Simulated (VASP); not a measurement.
# MgO (P-6m2) in VASP: settings compared

MgO is run at these levels: RPBE, PBE, LDA; tasks: single point.

Everything below comes from runs of VASP 6.6.1. Logs are shortened: lines on timing, memory, paths and dates and some standing lists are left out, and cuts for length are marked.

### Step 1. The cell of the first run

It takes space group P-6m2 (No. 187, hexagonal). The conventional cell has a = 2.938 Å, b = 2.938 Å, c = 2.680 Å, α = 90.00°, β = 90.00°, γ = 120.00°. Mg (site symmetry -6m2) has 6 O at 2.16 Å and 2 Mg at 2.68 Å within 2.9 Å. O (site symmetry -6m2) has 6 Mg at 2.16 Å and 2 O at 2.68 Å within 2.9 Å.

### Step 2. Single point, RPBE

The input, INCAR:

```
SYSTEM = MgO
  PREC = Accurate
  ENCUT = 600
  EDIFF = 1E-6
  ISMEAR = 0
  SIGMA = 0.1
  LREAL = .False.
  LASPH = .True.
  NELM = 120
  ALGO = Normal
  ISIF = 2
  LWAVE = .False.
  LCHARG = .False.
  GGA = RP
  NBANDS = 11
  GGA_COMPAT = .False.
```

The input, KPOINTS:

```
regular mesh
0
Gamma
  6 6 6
  0 0 0
```

The input, POSCAR:

```
MgO
1.0
    2.9380209034      0.0000000000      0.0000000000
   -1.4690104517      2.5444007392      0.0000000000
    0.0000000000      0.0000000000      2.6796800000
Mg O
1 1
Direct
    0.0000000000      0.0000000000      0.0000000000
    0.3333333333      0.6666666667      0.5000000000
```

Potentials or basis: VASP PAW PBE potentials, release 64 (Mg, O).

Launch:

```console
> cat potpaw_PBE.64/Mg/POTCAR potpaw_PBE.64/O/POTCAR > POTCAR
> mpirun -np 1 vasp_std > vasp.out
```

OUTCAR:

```text
SYSTEM = MgO
   PREC = Accurate
   ENCUT = 600
   EDIFF = 1E-6
   ISMEAR = 0
   LREAL = .False.
   LASPH = .True.
   NELM = 120
   ISIF = 2
   GGA = RP

 ion  position               nearest neighbor table
   1  0.000  0.000  0.000-   2 2.16   2 2.16   2 2.16   2 2.16   2 2.16   2 2.16
   2  0.333  0.667  0.500-   1 2.16   1 2.16   1 2.16   1 2.16   1 2.16   1 2.16

  LATTYP: Found a hexagonal cell.
 ALAT       =     2.9380209034
 C/A-ratio  =     0.9120697531

  Lattice vectors:

 A1 = (   2.9380209034,   0.0000000000,   0.0000000000)
 A2 = (  -1.4690104517,   2.5444007392,   0.0000000000)
 A3 = (   0.0000000000,   0.0000000000,   2.6796800000)

Analysis of symmetry for initial positions (statically):
=====================================================================
 Subroutine PRICEL returns:
 Original cell was already a primitive cell.

 Routine SETGRP: Setting up the symmetry group for a
 hexagonal supercell.

 Subroutine GETGRP returns: Found 12 space group operations
 (whereof 12 operations were pure point group operations)
 out of a pool of 24 trial point group operations.

The static configuration has the point symmetry D_3h.

Analysis of symmetry for dynamics (positions and initial velocities):
=====================================================================
 Subroutine PRICEL returns:
 Original cell was already a primitive cell.

 Routine SETGRP: Setting up the symmetry group for a
 hexagonal supercell.

 Subroutine GETGRP returns: Found 12 space group operations
 (whereof 12 operations were pure point group operations)
 out of a pool of 24 trial point group operations.

The dynamic configuration has the point symmetry D_3h.

 Subroutine INISYM returns: Found 12 space group operations
 (whereof 12 operations are pure point group operations),
 and found     1 'primitive' translations

----------------------------------------------------------------------------------------

                                     Primitive cell

  volume of cell :      20.0320

  direct lattice vectors                    reciprocal lattice vectors
     2.938020903  0.000000000  0.000000000     0.340365175  0.196509926  0.000000000
    -1.469010452  2.544400739  0.000000000     0.000000000  0.393019851  0.000000000
     0.000000000  0.000000000  2.679680000     0.000000000  0.000000000  0.373178887

  length of vectors
     2.938020903  2.938020903  2.679680000     0.393019851  0.393019851  0.373178887

  position of ions in fractional coordinates (direct lattice)
     0.000000000  0.000000000  0.000000000
     0.333333333  0.666666667  0.500000000

  ion indices of the primitive-cell ions
   primitive index   ion index
                 1           1
                 2           2

----------------------------------------------------------------------------------------

 KPOINTS: regular mesh

Automatic generation of k-mesh.
 Grid dimensions read from file:
 generate k-points for:    6    6    6

 Generating k-lattice:

  Cartesian coordinates                     Fractional coordinates (reciprocal lattice)
     0.056727529  0.032751654  0.000000000     0.166666667 -0.000000000  0.000000000
     0.000000000  0.065503309  0.000000000     0.000000000  0.166666667  0.000000000
     0.000000000  0.000000000  0.062196481     0.000000000  0.000000000  0.166666667

  Length of vectors
     0.065503309  0.065503309  0.062196481

  Shift w.r.t. Gamma in fractional coordinates (k-lattice)
     0.000000000  0.000000000  0.000000000

 Subroutine IBZKPT returns following result:
 ===========================================

 Found     28 irreducible k-points:

 Following reciprocal coordinates:
            Coordinates               Weight
  0.000000  0.000000  0.000000      1.000000
  0.166667  0.000000  0.000000      6.000000
  0.333333  0.000000  0.000000      6.000000
  0.500000 -0.000000  0.000000      3.000000
  0.166667  0.166667  0.000000      6.000000
  0.333333  0.166667  0.000000     12.000000
[... 16 lines left out ...]
  0.166667  0.000000  0.500000      6.000000
  0.333333  0.000000  0.500000      6.000000
 [... further k-points ...]
   k-points           NKPTS =     28   k-points in BZ     NKDIM =     28   number of bands    NBANDS=     11
   number of dos      NEDOS =    301   number of ions     NIONS =      2
   total plane-waves  NPLWV =  13824
   dimension x,y,z NGX =    24 NGY =   24 NGZ =   24
   dimension x,y,z NGXF=    48 NGYF=   48 NGZF=   48
   ions per type =               1   1
   NGX,Y,Z   is equivalent  to a cutoff of  13.58, 13.58, 14.89 a.u.
   NGXF,Y,Z  is equivalent  to a cutoff of  27.16, 27.16, 29.78 a.u.
 SYSTEM =  MgO
   PREC   = accura    normal or accurate (medium, high low for compatibility)
   ISTART =      0    job   : 0-new  1-cont  2-samecut
   ICHARG =      2    charge: 1-file 2-atom 10-const
   ISPIN  =      1    spin polarized calculation?
   LNONCOLLINEAR =      F non collinear calculations
   LSORBIT =      F    spin-orbit coupling
   LASPH  =      T    aspherical Exc in radial PAW
   ENCUT  =  600.0 eV  44.10 Ry    6.64 a.u.   5.87  5.87  5.35*2*pi/ulx,y,z
   NELM   =    120;   NELMIN=  2; NELMDL= -5     # of ELM steps
   EDIFF  = 0.1E-05   stopping-criterion for ELM
   LREAL  =      F    real-space projection
   EDIFFG = 0.1E-04   stopping-criterion for IOM
   NSW    =      0    number of steps for IOM
   IBRION =     -1    ionic relax: 0-MD 1-quasi-New 2-CG
   NFREE  =      0    steps in history (QN), initial steepest desc. (CG)
   ISIF   =      2    stress and relaxation
   ISYM   =      2    0-nonsym 1-usesym 2-fastsym
   POTIM  = 0.5000    time-step for ionic-motion
   TEBEG  =    0.0;   TEEND  =   0.0 temperature during run
   PSTRESS=    0.0 pullay stress
   NELECT =       8.0000    total number of electrons
   NUPDOWN=      -1.0000    fix difference up-down
   EMIN   =  10.00;   EMAX   =-10.00  energy-range for DOS
   EFERMI =   0.00;   METHOD = LEGACY
   ISMEAR =     0;   SIGMA  =   0.10  broadening in eV -4-tet -1-fermi 0-gaus
   EFERMI_NEDOS =   21; number of points for ismear=-14 and -15
   IALGO  =     38    algorithm
   IMIX   =      4    mixing-type and parameters
     AMIX     =   0.40;   BMIX     =  1.00
     AMIX_MAG =   1.60;   BMIX_MAG =  1.00
  volume/ion in A,a.u.               =      10.02        67.59
  Fermi-wavevector in a.u.,A,eV,Ry     =   1.205583  2.278221 19.775115  1.453430
  Thomas-Fermi vector in A             =   2.341275
   LORBIT       =      0    0 simple, 1 ext, 2 COOP (PROOUT), +10 PAW based schemes
   GGA     = RP    functional components
   LHFCALC =     F    Hartree Fock is set to
   AEXX    =    0.0000 exact exchange contribution
   IVDW    =     0    specifies the selected vdW correction
   LEPSILON=     F    determine dielectric tensor
   LRPA    =     F    only Hartree local field effects (RPA)
 non-spin polarized calculation
 Gauss-broadening in eV      SIGMA  =   0.10
  energy-cutoff  :      600.00
  volume of cell :       20.03
 maximum number of plane-waves:       684
 NGX is ok and might be reduce to    24
   NGX = 11   NGY = 11   NGZ = 11

 number of electron       7.9999996 magnetization

 Free energy of the ion-electron system (eV)
  ---------------------------------------------------
  ext. energy  EPLUGINS =         0.00000000
  ---------------------------------------------------
  free energy    TOTEN  =       -10.57296741 eV

  energy without entropy =      -10.57296741  energy(sigma->0) =      -10.57296741

 E-fermi :   3.8783     XC(G=0): -10.5057

 val. band max:        3.4714025751   @ k =   0.3333   0.3333   0.0000
 cond. band min:       6.5671297306   @ k =   0.0000   0.0000   0.0000
 fundamental gap:      3.0957271555
 Fermi energy:         3.8783372914

 k-point     1 :       0.0000    0.0000    0.0000
  band No.  band energies     occupation
      1     -14.0421      2.00000
      2       2.8681      2.00000
      3       2.8681      2.00000
      4       3.0727      2.00000
      5       6.5671      0.00000
      6      15.4492      0.00000
      7      19.1773      0.00000
      8      19.1773      0.00000
      9      23.4092      0.00000
     10      24.5150      0.00000
     11      26.1333      0.00000

 k-point     2 :       0.1667    0.0000    0.0000
  band No.  band energies     occupation
      1     -13.8137      2.00000
      2       1.3986      2.00000
      3       2.6774      2.00000
      4       3.1565      2.00000
      5       7.9623      0.00000
      6      15.2621      0.00000
      7      17.5418      0.00000
      8      19.8442      0.00000
      9      24.0410      0.00000
     10      24.6912      0.00000
     11      26.6297      0.00000

 k-point     3 :       0.3333    0.0000    0.0000
  band No.  band energies     occupation
      1     -13.3101      2.00000
      2      -0.5520      2.00000
      3       2.3245      2.00000
      4       3.3315      2.00000
      5       9.6793      0.00000
      6      14.0890      0.00000
      7      17.2614      0.00000
      8      20.9982      0.00000
      9      23.0060      0.00000
     10      24.5887      0.00000
     11      28.7365      0.00000
[... 267 lines left out ...]
 k-point    23 :       0.1667    0.0000    0.5000
  band No.  band energies     occupation
      1     -12.8269      2.00000
      2      -1.4872      2.00000
      3       2.4045      2.00000
      4       3.1784      2.00000
      5      11.7983      0.00000
      6      13.0268      0.00000
      7      19.7576      0.00000
      8      19.9638      0.00000
      9      20.2455      0.00000
     10      23.0234      0.00000
     11      25.2280      0.00000

 k-point    24 :       0.3333    0.0000    0.5000
  band No.  band energies     occupation
      1     -12.4749      2.00000
      2      -0.6923      2.00000
      3       0.8315      2.00000
      4       2.8164      2.00000
      5      10.2334      0.00000
      6      14.7398      0.00000
      7      18.2027      0.00000
      8      18.2843      0.00000
      9      19.1957      0.00000
     10      24.9142      0.00000
     11      25.2073      0.00000

 [... further k-points ...]

------------------------ aborting loop because EDIFF is reached ----------------------------------------

  FORCE on cell =-STRESS in cart. coord.  units (eV):
  Direction    XX          YY          ZZ          XY          YZ          ZX
  --------------------------------------------------------------------------------------
  -------------------------------------------------------------------------------------
  Total        0.3834997      0.3834997      0.4426171      0.0000000      0.0000000     -0.0000000
  in kB       30.6727167     30.6727167     35.4009940      0.0000000      0.0000000     -0.0000000
  external PRESSURE =      32.2488091 kB  Pullay stress =       0.0000000 kB

 VOLUME and BASIS-vectors are now :
 -----------------------------------------------------------------------------
  energy-cutoff  :      600.00
  volume of cell :       20.03
      direct lattice vectors                 reciprocal lattice vectors
     2.938020903  0.000000000  0.000000000     0.340365175  0.196509926  0.000000000
    -1.469010452  2.544400739  0.000000000     0.000000000  0.393019851  0.000000000
     0.000000000  0.000000000  2.679680000     0.000000000  0.000000000  0.373178887

 POSITION                                       TOTAL-FORCE (eV/Angst)
 -----------------------------------------------------------------------------------
      0.00000      0.00000      0.00000         0.000000     -0.000000      0.000000
     -0.00000      1.69627      1.33984        -0.000000      0.000000      0.000000
 -----------------------------------------------------------------------------------
    total drift:                                0.000000     -0.000000     -0.000000

  FREE ENERGIE OF THE ION-ELECTRON SYSTEM (eV)
  ---------------------------------------------------
  free  energy   TOTEN  =       -10.5729674081 eV

  energy  without entropy=      -10.5729674081  energy(sigma->0) =      -10.57296741
```

Wall time 4.8 s (1 thread of Intel Xeon 6975P-C, shared host); peak memory 0.14 GiB.

Results:

| Quantity | Value |
| --- | --- |
| Free energy | -10.5730 eV |
| Pressure | 3.2 GPa |
| Band gap on the k mesh | 3.10 eV, indirect (least direct gap 3.49 eV) |

Stress tensor (GPa, compression positive):
```
3.07 0.00 0.00
0.00 3.07 0.00
0.00 0.00 3.54
```

Caveat: the PAW data sets were made with another functional, which shifts forces and pressure a little. Expect the measured gap to be larger: semilocal functionals such as RPBE lack the derivative discontinuity.

### Step 3. Single point, PBE

This run uses another cell than the first one, of 11.12 Å³/atom, 1.110 times its volume.

The input, INCAR:

```
SYSTEM = MgO
  PREC = Accurate
  ENCUT = 600
  EDIFF = 1E-6
  ISMEAR = 1
  SIGMA = 0.1
  LREAL = .FALSE.
  LASPH = .TRUE.
  NELM = 120
  ALGO = Normal
  ISIF = 2
  LWAVE = .FALSE.
  LCHARG = .FALSE.
  GGA = PE
  NBANDS = 11
  GGA_COMPAT = .FALSE.
```

The input, KPOINTS:

```
Automatic mesh
0
G
  6 6 6
  0 0 0
```

The input, POSCAR:

```
MgO
1.0
    3.0420233338      0.0000000000      0.0000000000
   -1.5210116669      2.6344694859      0.0000000000
    0.0000000000      0.0000000000      2.7745374710
Mg O
1 1
Direct
    0.0000000000      0.0000000000      0.0000000000
    0.3333333333      0.6666666667      0.5000000000
```

Potentials or basis: VASP PAW PBE potentials, release 64 (Mg, O).

Launch:

```console
> cat potpaw_PBE.64/Mg/POTCAR potpaw_PBE.64/O/POTCAR > POTCAR
> mpirun -np 1 vasp_std > vasp.out
```

OUTCAR:

```text
SYSTEM = MgO
   PREC = Accurate
   ENCUT = 600
   EDIFF = 1E-6
   ISMEAR = 1
   LREAL = .FALSE.
   LASPH = .TRUE.
   NELM = 120
   ISIF = 2
   GGA = PE

 ion  position               nearest neighbor table
   1  0.000  0.000  0.000-   2 2.24   2 2.24   2 2.24   2 2.24   2 2.24   2 2.24
   2  0.333  0.667  0.500-   1 2.24   1 2.24   1 2.24   1 2.24   1 2.24   1 2.24

  LATTYP: Found a hexagonal cell.
 ALAT       =     3.0420233338
 C/A-ratio  =     0.9120697531

  Lattice vectors:

 A1 = (   3.0420233338,   0.0000000000,   0.0000000000)
 A2 = (  -1.5210116669,   2.6344694859,   0.0000000000)
 A3 = (   0.0000000000,   0.0000000000,   2.7745374710)

Analysis of symmetry for initial positions (statically):
=====================================================================
 Subroutine PRICEL returns:
 Original cell was already a primitive cell.

 Routine SETGRP: Setting up the symmetry group for a
 hexagonal supercell.

 Subroutine GETGRP returns: Found 12 space group operations
 (whereof 12 operations were pure point group operations)
 out of a pool of 24 trial point group operations.

The static configuration has the point symmetry D_3h.
[... 171 lines left out ...]
      2       2.0283      2.00000
      3       2.0283      2.00000
      4       2.1783      2.00000
      5       4.8226      0.00000
      6      14.0598      0.00000
      7      17.2505      0.00000
      8      17.2505      0.00000
      9      21.2501      0.00000
     10      21.8288      0.00000
     11      23.5168      0.00000
[... 309 lines left out ...]
 k-point    24 :       0.3333    0.0000    0.5000
  band No.  band energies     occupation
      1     -13.0707      2.00000
      2      -1.2323      2.00000
      3       0.1850      2.00000
      4       1.9979      2.00000
      5       8.7686      0.00000
      6      12.8340      0.00000
      7      15.8622      0.00000
      8      16.3180      0.00000
      9      17.1390      0.00000
     10      22.3293      0.00000
     11      22.9643      0.00000

 [... further k-points ...]

------------------------ aborting loop because EDIFF is reached ----------------------------------------

  FORCE on cell =-STRESS in cart. coord.  units (eV):
  Direction    XX          YY          ZZ          XY          YZ          ZX
  --------------------------------------------------------------------------------------
  -------------------------------------------------------------------------------------
  Total       -1.5816496     -1.5816496     -1.9998449      0.0000000     -0.0000000      0.0000000
  in kB     -113.9657990   -113.9657990   -144.0988758      0.0000000     -0.0000000      0.0000000
  external PRESSURE =    -124.0101579 kB  Pullay stress =       0.0000000 kB

 VOLUME and BASIS-vectors are now :
 -----------------------------------------------------------------------------
  energy-cutoff  :      600.00
  volume of cell :       22.24
      direct lattice vectors                 reciprocal lattice vectors
     3.042023334  0.000000000  0.000000000     0.328728576  0.189791532  0.000000000
    -1.521011667  2.634469486  0.000000000     0.000000000  0.379583064  0.000000000
     0.000000000  0.000000000  2.774537471     0.000000000  0.000000000  0.360420434

 POSITION                                       TOTAL-FORCE (eV/Angst)
 -----------------------------------------------------------------------------------
      0.00000      0.00000      0.00000         0.000000     -0.000000      0.000000
     -0.00000      1.75631      1.38727        -0.000000      0.000000      0.000000
 -----------------------------------------------------------------------------------
    total drift:                                0.000000     -0.000000     -0.000000

  FREE ENERGIE OF THE ION-ELECTRON SYSTEM (eV)
  ---------------------------------------------------
  free  energy   TOTEN  =       -11.1370834029 eV

  energy  without entropy=      -11.1378387687  energy(sigma->0) =      -11.13733519
```

OSZICAR:

```text
N       E                     dE             d eps       ncg     rms          rms(c)
DAV:   1     0.181697069182E+02    0.18170E+02   -0.48736E+03   688   0.715E+02
DAV:   2    -0.120560783832E+02   -0.30226E+02   -0.29607E+02   714   0.138E+02
DAV:   3    -0.128999125981E+02   -0.84383E+00   -0.84374E+00   748   0.211E+01
DAV:   4    -0.129020190836E+02   -0.21065E-02   -0.21064E-02   685   0.120E+00
DAV:   5    -0.129020268808E+02   -0.77971E-05   -0.77970E-05   723   0.720E-02    0.734E+00
DAV:   6    -0.112062823907E+02    0.16957E+01   -0.10993E+01   619   0.170E+01    0.267E+00
DAV:   7    -0.111585962785E+02    0.47686E-01   -0.14130E-01   652   0.282E+00    0.141E+00
DAV:   8    -0.111377195855E+02    0.20877E-01   -0.51687E-02   634   0.233E+00    0.311E-01
DAV:   9    -0.111373492171E+02    0.37037E-03   -0.26386E-04   711   0.126E-01    0.238E-01
DAV:  10    -0.111370892008E+02    0.26002E-03   -0.95317E-04   639   0.260E-01    0.202E-02
DAV:  11    -0.111370830916E+02    0.61092E-05   -0.21263E-05   679   0.255E-02    0.949E-03
DAV:  12    -0.111370834029E+02   -0.31134E-06   -0.26412E-06   658   0.118E-02
   1 F= -.11137083E+02 E0= -.11137335E+02  d E =0.755366E-03
```

Wall time 5.4 s (1 thread of Intel Xeon 6975P-C, shared host); peak memory 0.14 GiB.

What came out:

```yaml
Free_energy: -11.1371 eV
Pressure: -12.4 GPa
Band_gap_on_the_k_mesh: 2.27 eV, indirect (least direct gap 2.64 eV)
```

[end of part 1 of 2]
